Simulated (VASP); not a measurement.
ZnSe (Stilleite):

```
CELL_PARAMETERS angstrom
0.00000 2.83380 2.83380
2.83380 0.00000 2.83380
2.83380 2.83380 0.00000
ATOMIC_POSITIONS crystal
Zn 0.00000 0.00000 0.00000
Se 0.25000 0.25000 0.25000
```

* Program: VASP 6.6.1
* Task: relaxation of cell and atoms
* Functional: LDA
* Potentials or basis: VASP PAW LDA potentials, release 64 (Zn, Se)
* Cutoff: 600 eV
* k mesh: 6 × 6 × 6
* Occupations: gaussian, width 0.01 eV
* Spin: no spin polarisation

At the start: pressure -3.1 GPa; volume 22.76 Å³/atom.

**Question.** Where does the relaxation end?

**Answer.** Over 5 steps the energy falls by 10.8 meV/atom and the volume is 21.69 Å³/atom (-4.7 %); space group F-43m (No. 216, to 0.05 Å).

The path:
```csv
step,energy change (eV),largest force (eV/Å),pressure (GPa),volume (Å³)
1,0.0000,0.0000,-3.11,45.51
2,-0.0191,0.0000,1.19,42.66
3,-0.0217,0.0000,-0.16,43.36
4,-0.0216,0.0000,0.12,43.28
5,-0.0217,0.0000,0.02,43.37
```

Final structure:
```cif
data_structure
_symmetry_space_group_name_H-M 'P 1'
_symmetry_Int_Tables_number 1
_cell_length_a 3.9437
_cell_length_b 3.9437
_cell_length_c 3.9437
_cell_angle_alpha 60.000
_cell_angle_beta 60.000
_cell_angle_gamma 60.000
_cell_volume 43.37
loop_
_atom_site_label
_atom_site_type_symbol
_atom_site_fract_x
_atom_site_fract_y
_atom_site_fract_z
_atom_site_occupancy
Zn1 Zn 0.00000 0.00000 0.00000 1
Se1 Se 0.25000 0.25000 0.25000 1
```
